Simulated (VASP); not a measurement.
# N (P6_3/mmc) in VASP: further runs, part 2 of 2

VASP 6.6.1. The steps go on from the part before.

## (5) Single point, LDA, collinear spin, ferromagnetic start (strain -0.015 along x and y, -0.030 along z)

Input file INCAR:

```
SYSTEM = N
ALGO     = Normal         ! electronic algorithm
EDIFF    = 1E-7           ! SCF threshold, eV
ENCUT    = 520            ! plane-wave cutoff, eV
ISIF     = 2              ! what is computed and relaxed
ISMEAR   = 0              ! smearing method
ISPIN    = 2              ! spin polarisation
LASPH    = .TRUE.         ! aspherical terms in the spheres
LCHARG   = .FALSE.        ! write CHGCAR
LORBIT   = 11             ! projections on sites
LREAL    = .FALSE.        ! projectors in reciprocal space
LWAVE    = .FALSE.        ! write WAVECAR
MAGMOM   = 3.18 3.18      ! initial moments
NBANDS   = 16             ! bands
NELM     = 150            ! most SCF steps
PREC     = Accurate       ! precision mode
SIGMA    = 0.05           ! smearing width, eV
```

Input file KPOINTS:

```
k-points
0
G
  12 12 6
  0 0 0
```

Input file POSCAR:

```
N
1.0
    3.5745666249      0.0000000000      0.0000000000
   -1.7872833124      3.0956655047      0.0000000000
    0.0000000000      0.0000000000      5.7133000000
N
2
Direct
    0.3333333333      0.6666666667      0.2500000000
    0.6666666667      0.3333333333      0.7500000000
```

Potentials or basis: VASP PAW LDA potentials, release 64 (N).

Command:

```
$ cat potpaw_LDA.64/N/POTCAR > POTCAR
$ mpirun -np 1 vasp_std > vasp.out
```

OUTCAR:

```text
SYSTEM = N
   EDIFF = 1E-7
   ENCUT = 520
   ISIF = 2
   ISMEAR = 0
   ISPIN = 2
   LASPH = .TRUE.
   LORBIT = 11
   LREAL = .FALSE.
   NELM = 150
   PREC = Accurate

 ion  position               nearest neighbor table
   1  0.333  0.667  0.250-
   2  0.667  0.333  0.750-

  LATTYP: Found a hexagonal cell.
 ALAT       =     3.5745666249
 C/A-ratio  =     1.5983196285

  Lattice vectors:

 A1 = (   3.5745666249,   0.0000000000,   0.0000000000)
 A2 = (  -1.7872833124,   3.0956655047,   0.0000000000)
 A3 = (   0.0000000000,   0.0000000000,   5.7133000000)

Analysis of symmetry for initial positions (statically):
=====================================================================
 Subroutine PRICEL returns:
 Original cell was already a primitive cell.

 Routine SETGRP: Setting up the symmetry group for a
 hexagonal supercell.

 Subroutine GETGRP returns: Found 24 space group operations
 (whereof 12 operations were pure point group operations)
[... 648 lines left out ...]

 spin component 2

 k-point     1 :       0.0000    0.0000    0.0000
  band No.  band energies     occupation
      1     -13.3611      1.00000
      2     -12.7484      1.00000
      3      -3.2220      0.00000
      4      -1.1378      0.00000
      5      -1.1378      0.00000
      6      -0.9110      0.00000
[... 435 lines left out ...]
      5      -2.0691      0.00000
      6      -1.4687      0.00000
[... 8 lines left out ...]
     15      13.7978      0.00000
     16      14.3285      0.00000

 [... further k-points ...]
[... 5 lines left out ...]
  --------------------------------------------------------------------------------------
  -------------------------------------------------------------------------------------
  Total       -0.1371692     -0.1371692     -0.1211479     -0.0000000     -0.0000000      0.0000000
  in kB       -3.4761836     -3.4761836     -3.0701679     -0.0000000     -0.0000000      0.0000000
  external PRESSURE =      -3.3408450 kB  Pullay stress =       0.0000000 kB

 VOLUME and BASIS-vectors are now :
 -----------------------------------------------------------------------------
  energy-cutoff  :      520.00
  volume of cell :       63.22
      direct lattice vectors                 reciprocal lattice vectors
     3.574566625  0.000000000  0.000000000     0.279754193  0.161516158  0.000000000
    -1.787283312  3.095665505  0.000000000     0.000000000  0.323032317  0.000000000
     0.000000000  0.000000000  5.713300000     0.000000000  0.000000000  0.175030193

 POSITION                                       TOTAL-FORCE (eV/Angst)
 -----------------------------------------------------------------------------------
     -0.00000      2.06378      1.42833         0.000000     -0.000000      0.000000
      1.78728      1.03189      4.28498        -0.000000      0.000000     -0.000000
 -----------------------------------------------------------------------------------
    total drift:                               -0.000000      0.000000     -0.000000

  FREE ENERGIE OF THE ION-ELECTRON SYSTEM (eV)
  ---------------------------------------------------
  free  energy   TOTEN  =        -5.9077342667 eV

  energy  without entropy=       -5.9077342667  energy(sigma->0) =       -5.90773427

 total charge

# of ion       s       p       d       tot
------------------------------------------
    1        1.352   1.889   0.000   3.240
    2        1.352   1.889   0.000   3.240
--------------------------------------------------
tot          2.704   3.777   0.000   6.481

 magnetization (x)

# of ion       s       p       d       tot
------------------------------------------
    1        0.038   1.888   0.000   1.926
    2        0.038   1.888   0.000   1.926
--------------------------------------------------
tot          0.076   3.776   0.000   3.852
```

OSZICAR:

```text
N       E                     dE             d eps       ncg     rms          rms(c)
DAV:   1     0.403148446128E+02    0.40315E+02   -0.41079E+03  4880   0.493E+02
DAV:   2    -0.260304114044E+01   -0.42918E+02   -0.36106E+02  7184   0.104E+02
DAV:   3    -0.580802218369E+01   -0.32050E+01   -0.31946E+01  5504   0.287E+01
DAV:   4    -0.582354170187E+01   -0.15520E-01   -0.15519E-01  6152   0.253E+00
DAV:   5    -0.582362846909E+01   -0.86767E-04   -0.86767E-04  5488   0.173E-01    0.185E+00
DAV:   6    -0.586881600937E+01   -0.45188E-01   -0.57600E-02  4912   0.143E+00    0.857E-01
DAV:   7    -0.590103426758E+01   -0.32218E-01   -0.35951E-02  4912   0.121E+00    0.361E-01
DAV:   8    -0.590718708963E+01   -0.61528E-02   -0.14003E-03  5352   0.245E-01    0.191E-01
DAV:   9    -0.590768886499E+01   -0.50178E-03   -0.91362E-05  5240   0.622E-02    0.902E-02
DAV:  10    -0.590772192514E+01   -0.33060E-04   -0.13688E-05  5112   0.240E-02    0.148E-02
DAV:  11    -0.590773268303E+01   -0.10758E-04   -0.46971E-06  4960   0.105E-02    0.392E-03
DAV:  12    -0.590773371041E+01   -0.10274E-05   -0.68522E-07  5960   0.393E-03    0.185E-03
DAV:  13    -0.590773418515E+01   -0.47474E-06   -0.43322E-08  4312   0.988E-04    0.105E-03
DAV:  14    -0.590773426667E+01   -0.81520E-07   -0.28176E-08  4152   0.877E-04
   1 F= -.59077343E+01 E0= -.59077343E+01  d E =-.113534E-16  mag=     6.0000
```

stdout:

```text
POSCAR found type information on POSCAR N
 POSCAR found :  1 types and       2 ions
 scaLAPACK will be used
 LDA part: xc-table for (Slater(with rela. corr.)+CA(PZ))
 , standard interpolation
 POSCAR, INCAR and KPOINTS ok, starting setup
 FFT: planning ... GRIDC
 FFT: planning ... GRID_SOFT
 FFT: planning ... GRID
 WAVECAR not read
 entering main loop
```

Wall time 55 s (1 thread of AMD EPYC 9R45 (Zen 5), shared host); peak memory 0.19 GiB.

What came out:

```
Free energy                                           : -5.9077 eV
Pressure                                              : -0.3 GPa
Band gap on the k mesh                                : 1.93 eV
Net moment                                            : 6.00 μB per cell
Site moments                                          : N +1.93 μB
Valence electrons inside the program's atomic spheres : N 3.24
```

Levels at points of the mesh, in eV from the valence-band top:
Spin up:
| k point | band 6 | band 7 | band 8 | band 9 | band 10 | band 11 |
| --- | --- | --- | --- | --- | --- | --- |
| (0.00, 0.00, 0.00) | -0.04 | -0.04 | 0.00 | 6.93 | 10.74 | 11.32 |
| (0.50, 0.00, 0.00) | -0.49 | -0.33 | -0.17 | 10.51 | 10.67 | 11.74 |
| (0.00, 0.00, 0.50) | -0.12 | -0.12 | -0.12 | 8.33 | 8.33 | 14.49 |
| (0.50, 0.00, 0.50) | -0.33 | -0.32 | -0.32 | 10.66 | 10.66 | 11.88 |
Spin down:
```tsv
k point	band 1	band 2	band 3	band 4	band 5
(0.00, 0.00, 0.00)	-8.21	-7.60	1.93	4.01	4.01
(0.50, 0.00, 0.00)	-7.65	-7.46	2.12	2.67	3.07
(0.00, 0.00, 0.50)	-7.92	-7.92	2.95	2.95	4.12
(0.50, 0.00, 0.50)	-7.55	-7.55	2.09	2.09	3.79
```

Caveat: the cell differs from its parent crystal (strain -0.015 along x and y, -0.030 along z); the atoms stand far beyond bonding distance.

## (6) Single point, LDA, collinear spin, ferromagnetic start (strain -0.030 along x and y, +0.015 along z)

Input file INCAR:

```
SYSTEM = N
ALGO = Normal
EDIFF = 1E-7
ENCUT = 520
GGA = CA
ISIF = 2
ISMEAR = 0
ISPIN = 2
LASPH = .TRUE.
LCHARG = .FALSE.
LORBIT = 11
LREAL = .FALSE.
LWAVE = .FALSE.
MAGMOM = 3.18 3.18
NBANDS = 16
NELM = 150
PREC = Accurate
SIGMA = 0.05
```

KPOINTS is that of step 5.

Input file POSCAR:

```
N
1.0
    3.5201316002      0.0000000000      0.0000000000
   -1.7600658001      3.0485233904      0.0000000000
    0.0000000000      0.0000000000      5.9783500000
N
2
Direct
    0.3333333333      0.6666666667      0.2500000000
    0.6666666667      0.3333333333      0.7500000000
```

Potentials or basis: VASP PAW LDA potentials, release 64 (N).

Command:

```
$ cat potpaw_LDA.64/N/POTCAR > POTCAR
$ mpirun -np 1 vasp_std > vasp.out
```

Wall time 58 s (1 thread of AMD EPYC 9R45 (Zen 5), shared host); peak memory 0.19 GiB.

Results (log left out):

```
Free energy                                           : -5.9060 eV
Pressure                                              : -0.3 GPa
Band gap on the k mesh                                : 1.94 eV
Net moment                                            : 6.00 μB per cell
Site moments                                          : N +1.93 μB
Valence electrons inside the program's atomic spheres : N 3.24
```

Levels at points of the mesh, in eV from the valence-band top:
Spin up:
| k point | band 5 | band 6 | band 7 | band 8 | band 9 | band 10 | band 11 | band 12 |
| --- | --- | --- | --- | --- | --- | --- | --- | --- |
| (0.00, 0.00, 0.00) | -0.11 | -0.08 | 0.00 | 0.00 | 6.90 | 10.70 | 10.89 | 17.40 |
| (0.50, 0.00, 0.00) | -0.73 | -0.41 | -0.33 | -0.16 | 10.63 | 10.71 | 11.53 | 12.83 |
| (0.00, 0.00, 0.50) | -0.06 | -0.06 | -0.06 | -0.06 | 8.22 | 8.22 | 14.03 | 14.03 |
| (0.50, 0.00, 0.50) | -0.36 | -0.36 | -0.29 | -0.29 | 10.66 | 10.66 | 11.86 | 11.86 |
Spin down:
```tsv
k point	band 1	band 2	band 3	band 4	band 5	band 6	band 7
(0.00, 0.00, 0.00)	-8.18	-7.67	1.94	4.12	4.12	4.18	4.29
(0.50, 0.00, 0.00)	-7.60	-7.45	2.12	2.58	3.12	3.66	3.75
(0.00, 0.00, 0.50)	-7.94	-7.94	2.91	2.91	4.20	4.20	4.20
(0.50, 0.00, 0.50)	-7.52	-7.52	2.12	2.12	3.73	3.73	3.85
```

Caveat: the cell differs from its parent crystal (strain -0.030 along x and y, +0.015 along z); the atoms stand far beyond bonding distance. A k mesh can miss the band edges.

## (7) Single point, LDA, collinear spin, ferromagnetic start (strain -0.015 along x and y, -0.015 along z)

Input file INCAR:

```
SYSTEM = N
ALGO = Normal ; EDIFF = 1E-6
ENCUT = 520 ; ISIF = 2
ISMEAR = 0 ; ISPIN = 2
LASPH = .TRUE. ; LCHARG = .FALSE.
LORBIT = 11 ; LREAL = .FALSE.
LWAVE = .FALSE. ; MAGMOM = 3.18 3.18
NBANDS = 16 ; NELM = 150
PREC = Accurate ; SIGMA = 0.05
```

KPOINTS is that of step 6.

Input file POSCAR:

```
N
1.0
    3.5745666249      0.0000000000      0.0000000000
   -1.7872833124      3.0956655047      0.0000000000
    0.0000000000      0.0000000000      5.8016500000
N
2
Direct
    0.3333333333      0.6666666667      0.2500000000
    0.6666666667      0.3333333333      0.7500000000
```

Command:

```
$ cat potpaw_LDA.64/N/POTCAR > POTCAR
$ mpirun -np 1 vasp_std > vasp.out
```

Wall time 50 s (1 thread of AMD EPYC 9R45 (Zen 5), shared host); peak memory 0.2 GiB.

Results (log left out):

```
Free energy                                           : -5.9062 eV
Pressure                                              : -0.4 GPa
Band gap on the k mesh                                : 1.98 eV
Net moment                                            : 6.00 μB per cell
Site moments                                          : N +1.93 μB
Valence electrons inside the program's atomic spheres : N 3.24
```

Levels at points of the mesh, in eV from the valence-band top:
Spin up:
```tsv
k point	band 5	band 6	band 7	band 8	band 9	band 10	band 11	band 12
(0.00, 0.00, 0.00)	-0.15	-0.01	-0.01	0.00	6.92	10.72	11.18	17.39
(0.50, 0.00, 0.00)	-0.73	-0.44	-0.31	-0.14	10.52	10.66	11.69	12.71
(0.00, 0.00, 0.50)	-0.08	-0.08	-0.08	-0.08	8.29	8.29	14.34	14.34
(0.50, 0.00, 0.50)	-0.31	-0.31	-0.30	-0.30	10.66	10.66	11.84	11.84
```
Spin down:
| k point | band 1 | band 2 | band 3 | band 4 | band 5 |
| --- | --- | --- | --- | --- | --- |
| (0.00, 0.00, 0.00) | -8.16 | -7.59 | 1.98 | 4.06 | 4.06 |
| (0.50, 0.00, 0.00) | -7.60 | -7.43 | 2.17 | 2.69 | 3.12 |
| (0.00, 0.00, 0.50) | -7.89 | -7.89 | 2.97 | 2.97 | 4.16 |
| (0.50, 0.00, 0.50) | -7.51 | -7.51 | 2.15 | 2.15 | 3.80 |

Caveat: the cell differs from its parent crystal (strain -0.015 along x and y, -0.015 along z); the atoms stand far beyond bonding distance.

## (8) Overview

| cell | gap on the mesh (eV) | pressure (GPa) | moment (μB) |
| --- | --- | --- | --- |
| a = 3.520, b = 3.520, c = 5.713 Å, angles 90.0, 90.0, 120.0°, 2 atoms | 1.85 | -0.3 | 6.00 |
| a = 3.520, b = 3.520, c = 5.802 Å, angles 90.0, 90.0, 120.0°, 2 atoms | 1.89 | -0.3 | 6.00 |
| a = 3.520, b = 3.520, c = 5.890 Å, angles 90.0, 90.0, 120.0°, 2 atoms | 1.92 | -0.3 | 6.00 |
| a = 3.575, b = 3.575, c = 5.713 Å, angles 90.0, 90.0, 120.0°, 2 atoms | 1.93 | -0.3 | 6.00 |
| a = 3.520, b = 3.520, c = 5.978 Å, angles 90.0, 90.0, 120.0°, 2 atoms | 1.94 | -0.3 | 6.00 |
| a = 3.575, b = 3.575, c = 5.802 Å, angles 90.0, 90.0, 120.0°, 2 atoms | 1.98 | -0.4 | 6.00 |

Alike in all rows: task single point; level LDA; potentials or basis VASP PAW LDA potentials, release 64 (N); spin collinear, ferromagnetic start; k mesh 12 × 12 × 6; cutoff (eV) 520; smearing gaussian 0.05 eV.

Caveats: the atoms stand far beyond bonding distance.

Total energies depend on the potentials used, so only differences within one code and one set of settings carry meaning.
